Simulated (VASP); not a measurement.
Set up this calculation in VASP 6.6.1, as the native input.

- Task: single point
- Functional: PBE
- Potentials or basis: VASP PAW PBE potentials, release 64 (Ba_sv, Ti_sv, O)
- Cutoff: 520 eV
- k mesh: 8 × 8 × 8
- Occupations: gaussian, width 0.05 eV
- Spin: no spin polarisation
- Hubbard terms: Ti d U = 4.0 eV
- Dipole correction: no
- Further INCAR settings: ALGO = Normal; EDIFF = 1e-07; NBANDS = 28

The structure of BaTiO3 lies in POSCAR:

```
BaTiO3
1.0
    4.0287722607      0.0000000000      0.0000000000
    0.0000000000      4.0287722607      0.0000000000
    0.0000000000      0.0000000000      4.0289133369
Ba Ti O
1 1 3
Direct
    0.0000000000      0.0000000000      0.0000000000
    0.5000000000      0.5000000000      0.5000000000
    0.5000000000      0.5000000000      0.0000000000
    0.5000000000      0.0000000000      0.5000000000
    0.0000000000      0.5000000000      0.5000000000
```

The input as run:

INCAR

```
PREC = Accurate ; ENCUT = 520
EDIFF = 1E-7 ; ISMEAR = 0
SIGMA = 0.05 ; LREAL = F
LASPH = T ; NELM = 150
ALGO = Normal ; ISIF = 2
LWAVE = F ; LCHARG = F
LMAXMIX = 4 ; LDAU = T
LDAUTYPE = 2 ; LDAUL = -1 2 -1
LDAUU = 0 4 0 ; LDAUJ = 0 0 0
LDAUPRINT = 1 ; GGA = PE
NBANDS = 28
```

KPOINTS

```
Automatic mesh
0
Gamma
  8 8 8
```

Potentials or basis: VASP PAW PBE potentials, release 64 (Ba_sv, Ti_sv, O).

Launch:

```sh
$ cat potpaw_PBE.64/Ba_sv/POTCAR potpaw_PBE.64/Ti_sv/POTCAR potpaw_PBE.64/O/POTCAR > POTCAR
$ mpirun -np 1 vasp_std > vasp.out
```

It gave:

- Pressure: 3.5 GPa
- Band gap on the k mesh: 2.17 eV, indirect (least direct gap 2.37 eV)

Caveat: spin-orbit coupling is left out, which moves the levels of the heavy elements.

Run time: 2.5 min on 1 thread of Intel(R) Xeon(R) Platinum 8259CL CPU @ 2.50GHz (Skylake/Cascade Lake) (shared host), peak memory 0.27 GiB.
